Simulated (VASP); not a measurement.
# BaTe (Fm-3m) in VASP: a series of runs, part 2 of 2

VASP 6.6.1.

## (4) Single point, PBE+D3(BJ) (41.48 Å³/atom)

This run uses another cell than the first one, of 41.48 Å³/atom.

File INCAR:

```
SYSTEM = BaTe
PREC     = Accurate       ! precision mode
ENCUT    = 520            ! plane-wave cutoff, eV
EDIFF    = 1E-7           ! SCF threshold, eV
ISMEAR   = 0              ! smearing method
SIGMA    = 0.05           ! smearing width, eV
LREAL    = .FALSE.        ! projectors in reciprocal space
LASPH    = .TRUE.         ! aspherical terms in the spheres
NELM     = 100            ! most SCF steps
ALGO     = Normal         ! electronic algorithm
ISIF     = 2              ! what is computed and relaxed
LWAVE    = .FALSE.        ! write WAVECAR
LCHARG   = .FALSE.        ! write CHGCAR
GGA      = PE             ! functional
IVDW     = 12             ! dispersion correction
NBANDS   = 15             ! bands
```

File KPOINTS:

```
Automatic mesh
0
G
  6 6 6
  0 0 0
```

File POSCAR:

```
BaTe
1.0
    0.0000000000      3.4614950039      3.4614950039
    3.4614950039      0.0000000000      3.4614950039
    3.4614950039      3.4614950039      0.0000000000
Ba Te
1 1
Direct
    0.5000000000      0.5000000000      0.5000000000
    0.0000000000      0.0000000000      0.0000000000
```

Potentials or basis: VASP PAW PBE potentials, release 64 (Ba_sv, Te).

Run with:

```console
cat potpaw_PBE.64/Ba_sv/POTCAR potpaw_PBE.64/Te/POTCAR > POTCAR
mpirun -np 1 vasp_std > vasp.out
```

OUTCAR:

```text
SYSTEM = BaTe
   PREC = Accurate
   ENCUT = 520
   EDIFF = 1E-7
   ISMEAR = 0
   LREAL = .FALSE.
   LASPH = .TRUE.
   NELM = 100
   ISIF = 2
   GGA = PE
   IVDW = 12
 IVDW          = 12

 ion  position               nearest neighbor table
   1  0.500  0.500  0.500-   2 3.46   2 3.46   2 3.46   2 3.46   2 3.46   2 3.46
   2  0.000  0.000  0.000-   1 3.46   1 3.46   1 3.46   1 3.46   1 3.46   1 3.46

  LATTYP: Found a face centered cubic cell.
 ALAT       =     6.9229900078

  Lattice vectors:

 A1 = (   0.0000000000,   3.4614950039,   3.4614950039)
 A2 = (   3.4614950039,   0.0000000000,   3.4614950039)
 A3 = (   3.4614950039,   3.4614950039,   0.0000000000)

Analysis of symmetry for initial positions (statically):
=====================================================================
 Subroutine PRICEL returns:
 Original cell was already a primitive cell.

 Routine SETGRP: Setting up the symmetry group for a
 face centered cubic supercell.

 Subroutine GETGRP returns: Found 48 space group operations
 (whereof 48 operations were pure point group operations)
 out of a pool of 48 trial point group operations.

The static configuration has the point symmetry O_h .

Analysis of symmetry for dynamics (positions and initial velocities):
=====================================================================
 Subroutine PRICEL returns:
 Original cell was already a primitive cell.

 Routine SETGRP: Setting up the symmetry group for a
 face centered cubic supercell.

 Subroutine GETGRP returns: Found 48 space group operations
 (whereof 48 operations were pure point group operations)
 out of a pool of 48 trial point group operations.

The dynamic configuration has the point symmetry O_h .

 Subroutine INISYM returns: Found 48 space group operations
 (whereof 48 operations are pure point group operations),
 and found     1 'primitive' translations

----------------------------------------------------------------------------------------

                                     Primitive cell

  volume of cell :      82.9509

  direct lattice vectors                    reciprocal lattice vectors
     0.000000000  3.461495004  3.461495004    -0.144446258  0.144446258  0.144446258
     3.461495004  0.000000000  3.461495004     0.144446258 -0.144446258  0.144446258
     3.461495004  3.461495004  0.000000000     0.144446258  0.144446258 -0.144446258

  length of vectors
     4.895293181  4.895293181  4.895293181     0.250188258  0.250188258  0.250188258

  position of ions in fractional coordinates (direct lattice)
     0.500000000  0.500000000  0.500000000
     0.000000000  0.000000000  0.000000000

  ion indices of the primitive-cell ions
   primitive index   ion index
                 1           1
                 2           2

----------------------------------------------------------------------------------------

 KPOINTS: Automatic mesh

Automatic generation of k-mesh.
 Grid dimensions read from file:
 generate k-points for:    6    6    6

 Generating k-lattice:

  Cartesian coordinates                     Fractional coordinates (reciprocal lattice)
    -0.024074376  0.024074376  0.024074376     0.166666667  0.000000000  0.000000000
     0.024074376 -0.024074376  0.024074376     0.000000000  0.166666667  0.000000000
     0.024074376  0.024074376 -0.024074376     0.000000000  0.000000000  0.166666667

  Length of vectors
     0.041698043  0.041698043  0.041698043

[... 29 lines left out ...]
   dimension x,y,z NGX =    36 NGY =   36 NGZ =   36
   dimension x,y,z NGXF=    72 NGYF=   72 NGZF=   72
   ions per type =               1   1
   NGX,Y,Z   is equivalent  to a cutoff of  12.23, 12.23, 12.23 a.u.
   NGXF,Y,Z  is equivalent  to a cutoff of  24.45, 24.45, 24.45 a.u.
 SYSTEM =  BaTe
   PREC   = accura    normal or accurate (medium, high low for compatibility)
   ISTART =      0    job   : 0-new  1-cont  2-samecut
   ICHARG =      2    charge: 1-file 2-atom 10-const
   ISPIN  =      1    spin polarized calculation?
   LNONCOLLINEAR =      F non collinear calculations
   LSORBIT =      F    spin-orbit coupling
   LASPH  =      T    aspherical Exc in radial PAW
   ENCUT  =  520.0 eV  38.22 Ry    6.18 a.u.   9.10  9.10  9.10*2*pi/ulx,y,z
   NELM   =    100;   NELMIN=  2; NELMDL= -5     # of ELM steps
   EDIFF  = 0.1E-06   stopping-criterion for ELM
   LREAL  =      F    real-space projection
   EDIFFG = 0.1E-05   stopping-criterion for IOM
   NSW    =      0    number of steps for IOM
   IBRION =     -1    ionic relax: 0-MD 1-quasi-New 2-CG
   NFREE  =      0    steps in history (QN), initial steepest desc. (CG)
   ISIF   =      2    stress and relaxation
   ISYM   =      2    0-nonsym 1-usesym 2-fastsym
   POTIM  = 0.5000    time-step for ionic-motion
   TEBEG  =    0.0;   TEEND  =   0.0 temperature during run
   PSTRESS=    0.0 pullay stress
   NELECT =      16.0000    total number of electrons
   NUPDOWN=      -1.0000    fix difference up-down
   EMIN   =  10.00;   EMAX   =-10.00  energy-range for DOS
   EFERMI =   0.00;   METHOD = LEGACY
   ISMEAR =     0;   SIGMA  =   0.05  broadening in eV -4-tet -1-fermi 0-gaus
   EFERMI_NEDOS =   21; number of points for ismear=-14 and -15
   IALGO  =     38    algorithm
   IMIX   =      4    mixing-type and parameters
     AMIX     =   0.40;   BMIX     =  1.00
     AMIX_MAG =   1.60;   BMIX_MAG =  1.00
  volume/ion in A,a.u.               =      41.48       279.89
  Fermi-wavevector in a.u.,A,eV,Ry     =   0.945891  1.787475 12.173267  0.894710
  Thomas-Fermi vector in A             =   2.073836
   LORBIT       =      0    0 simple, 1 ext, 2 COOP (PROOUT), +10 PAW based schemes
   GGA     = PE    functional components
   LHFCALC =     F    Hartree Fock is set to
   AEXX    =    0.0000 exact exchange contribution
   IVDW    =    12    specifies the selected vdW correction
   LEPSILON=     F    determine dielectric tensor
   LRPA    =     F    only Hartree local field effects (RPA)
 non-spin polarized calculation
 Gauss-broadening in eV      SIGMA  =   0.05
  energy-cutoff  :      520.00
  volume of cell :       82.95
 maximum number of plane-waves:      2252
   NGX = 19   NGY = 19   NGZ = 19

 number of electron      16.0000000 magnetization

 Free energy of the ion-electron system (eV)
  ---------------------------------------------------
  ext. energy  EPLUGINS =         0.00000000
  ---------------------------------------------------
  free energy    TOTEN  =        -8.58663261 eV

  energy without entropy =       -8.58663261  energy(sigma->0) =       -8.58663261

 E-fermi :   2.7663     XC(G=0):  -8.3797

 val. band max:        2.4917604676   @ k =   0.0000   0.0000   0.0000
 cond. band min:       3.9340332102   @ k =   0.5000   0.5000   0.0000
 fundamental gap:      1.4422727425
 Fermi energy:         2.7663319581

 k-point     1 :       0.0000    0.0000    0.0000
  band No.  band energies     occupation
      1     -24.4445      2.00000
      2      -9.6055      2.00000
      3      -9.6055      2.00000
      4      -9.6055      2.00000
      5      -7.1257      2.00000
      6       2.4918      2.00000
      7       2.4918      2.00000
      8       2.4918      2.00000
      9       5.3943      0.00000
     10       5.3943      0.00000
     11       5.3943      0.00000
     12       5.5337      0.00000
     13       6.0468      0.00000
     14       6.0468      0.00000
[... 257 lines left out ...]
      2      -9.8096      2.00000
      3      -9.7646      2.00000
      4      -9.7376      2.00000
      5      -6.7302      2.00000
      6       1.3560      2.00000
      7       1.4120      2.00000
      8       1.7195      2.00000
      9       5.0189      0.00000
     10       7.0829      0.00000
     11       7.2881      0.00000
     12       7.9161      0.00000
     13       8.3545      0.00000
     14       9.1766      0.00000
     15      10.7437      0.00000

------------------------ aborting loop because EDIFF is reached ----------------------------------------

 Edisp (eV)   -0.64659

 E8    (eV) :    -0.3335

  FORCE on cell =-STRESS in cart. coord.  units (eV):
  Direction    XX          YY          ZZ          XY          YZ          ZX
  --------------------------------------------------------------------------------------
  -------------------------------------------------------------------------------------
  Total       0.52855     0.52855     0.52855     0.00000     0.00000    -0.00000
  in kB      10.20890    10.20890    10.20890     0.00000     0.00000    -0.00000
  external pressure =       10.21 kB  Pullay stress =        0.00 kB

 VOLUME and BASIS-vectors are now :
 -----------------------------------------------------------------------------
  energy-cutoff  :      520.00
  volume of cell :       82.95
      direct lattice vectors                 reciprocal lattice vectors
     0.000000000  3.461495004  3.461495004    -0.144446258  0.144446258  0.144446258
     3.461495004  0.000000000  3.461495004     0.144446258 -0.144446258  0.144446258
     3.461495004  3.461495004  0.000000000     0.144446258  0.144446258 -0.144446258

 POSITION                                       TOTAL-FORCE (eV/Angst)
 -----------------------------------------------------------------------------------
      3.46150      3.46150      3.46150        -0.000000     -0.000000     -0.000000
      0.00000      0.00000      0.00000         0.000000      0.000000      0.000000
 -----------------------------------------------------------------------------------
    total drift:                                0.000000      0.000000      0.000000

  FREE ENERGIE OF THE ION-ELECTRON SYSTEM (eV)
  ---------------------------------------------------
  free  energy   TOTEN  =        -9.2332232569 eV

  energy  without entropy=       -9.2332232569  energy(sigma->0) =       -9.23322326
```

It took 33 s on 1 thread of Intel Xeon 8259CL, shared host; peak memory 0.22 GiB.

Results:

```
Free energy                : -9.2332 eV
Pressure                   : 1.0 GPa
Band gap on the k mesh     : 1.44 eV (least direct gap 1.83 eV)
Dispersion energy per atom : -0.323 eV
```

Caveat: spin-orbit coupling is left out, which moves the levels of the heavy elements.

## (5) Single point, PBEsol (41.82 Å³/atom)

This run uses another cell than the first one, of 41.82 Å³/atom.

File INCAR:

```
SYSTEM = BaTe
  PREC = Accurate
  ENCUT = 520
  EDIFF = 1E-6
  ISMEAR = 0
  SIGMA = 0.05
  LREAL = .False.
  LASPH = .True.
  NELM = 80
  ALGO = Normal
  ISIF = 2
  LWAVE = .False.
  LCHARG = .False.
  GGA = PS
  NBANDS = 15
```

File KPOINTS:

```
Automatic mesh
0
Gamma
  6 6 6
  0 0 0
```

File POSCAR:

```
BaTe
1.0
    0.0000000000      3.4711875839      3.4711875839
    3.4711875839      0.0000000000      3.4711875839
    3.4711875839      3.4711875839      0.0000000000
Ba Te
1 1
Direct
    0.5000000000      0.5000000000      0.5000000000
    0.0000000000      0.0000000000      0.0000000000
```

Run with:

```console
cat potpaw_PBE.64/Ba_sv/POTCAR potpaw_PBE.64/Te/POTCAR > POTCAR
mpirun -np 1 vasp_std > vasp.out
```

Run time: 41 s. Hardware: 1 thread of Intel Xeon 8259CL, shared host; peak memory 0.24 GiB.

It converged, with:

```yaml
Free_energy: -9.1902 eV
Pressure: 0.4 GPa
Band_gap_on_the_k_mesh: 1.37 eV (least direct gap 1.76 eV)
```

Levels at points of the mesh, in eV from the valence-band top:
```tsv
k point	band 4	band 5	band 6	band 7	band 8	band 9	band 10	band 11	band 12	band 13
(0.00, 0.00, 0.00)	-12.06	-9.64	0.00	0.00	0.00	2.85	2.85	2.85	2.85	3.52
(0.50, 0.00, 0.00)	-12.08	-8.81	-2.35	-1.20	-1.20	4.11	4.76	4.90	4.90	6.95
(0.50, 0.50, 0.00)	-12.16	-9.42	-1.16	-0.39	-0.39	1.37	4.45	4.64	5.68	5.80
```

Caveat: the PAW data sets were made with another functional, which shifts forces and pressure a little; spin-orbit coupling is left out, which moves the levels of the heavy elements. A k mesh can miss the band edges.

## (6) Single point, PBEsol (42.66 Å³/atom)

This run uses another cell than the first one, of 42.66 Å³/atom.

File INCAR:

```
SYSTEM = BaTe
PREC = Accurate
ENCUT = 520
EDIFF = 1E-7
ISMEAR = 0
SIGMA = 0.05
LREAL = .FALSE.
LASPH = .TRUE.
NELM = 80
ALGO = Normal
ISIF = 2
LWAVE = .FALSE.
LCHARG = .FALSE.
GGA = PS
NBANDS = 15
```

File KPOINTS:

```
regular mesh
0
G
  6 6 6
  0 0 0
```

File POSCAR:

```
BaTe
1.0
    0.0000000000      3.4941762511      3.4941762511
    3.4941762511      0.0000000000      3.4941762511
    3.4941762511      3.4941762511      0.0000000000
Ba Te
1 1
Direct
    0.5000000000      0.5000000000      0.5000000000
    0.0000000000      0.0000000000      0.0000000000
```

Potentials or basis: VASP PAW PBE potentials, release 64 (Ba_sv, Te).

Run with:

```console
cat potpaw_PBE.64/Ba_sv/POTCAR potpaw_PBE.64/Te/POTCAR > POTCAR
mpirun -np 1 vasp_std > vasp.out
```

Run time: 40 s. Hardware: 1 thread of Intel Xeon 8259CL, shared host; peak memory 0.24 GiB.

It converged, with:

```
Free energy            : -9.1908 eV
Pressure               : -0.3 GPa
Band gap on the k mesh : 1.42 eV (least direct gap 1.81 eV)
```

Levels at points of the mesh, in eV from the valence-band top:
```csv
k point,band 6,band 7,band 8,band 9,band 10,band 11
"(0.00, 0.00, 0.00)",0.00,0.00,0.00,2.77,2.86,2.86
"(0.50, 0.00, 0.00)",-2.30,-1.15,-1.15,4.08,4.71,4.86
"(0.50, 0.50, 0.00)",-1.16,-0.39,-0.39,1.42,4.42,4.56
```

Caveat: the PAW data sets were made with another functional, which shifts forces and pressure a little; spin-orbit coupling is left out, which moves the levels of the heavy elements. A k mesh can miss the band edges.

## (7) The runs side by side

```csv
level,cell,gap on the mesh (eV),pressure (GPa)
PBEsol,"a = 4.843 Å, angles 60.0°, 2 atoms",1.27,1.9
PBE+D3(BJ),"a = 4.928 Å, angles 60.0°, 2 atoms",1.49,0.3
PBE+D3(BJ),"a = 4.895 Å, angles 60.0°, 2 atoms",1.44,1.0
PBEsol,"a = 4.909 Å, angles 60.0°, 2 atoms",1.37,0.4
PBEsol,"a = 4.942 Å, angles 60.0°, 2 atoms",1.42,-0.3
```

Alike in all rows: task single point; potentials or basis VASP PAW PBE potentials, release 64 (Ba_sv, Te); no spin polarisation; k mesh 6 × 6 × 6; cutoff (eV) 520; smearing gaussian 0.05 eV.

Caveats: spin-orbit coupling is left out, which moves the levels of the heavy elements; the PAW data sets were made with another functional, which shifts forces and pressure a little (at least some runs).

Absolute energies hang on the potentials; compare differences alone.
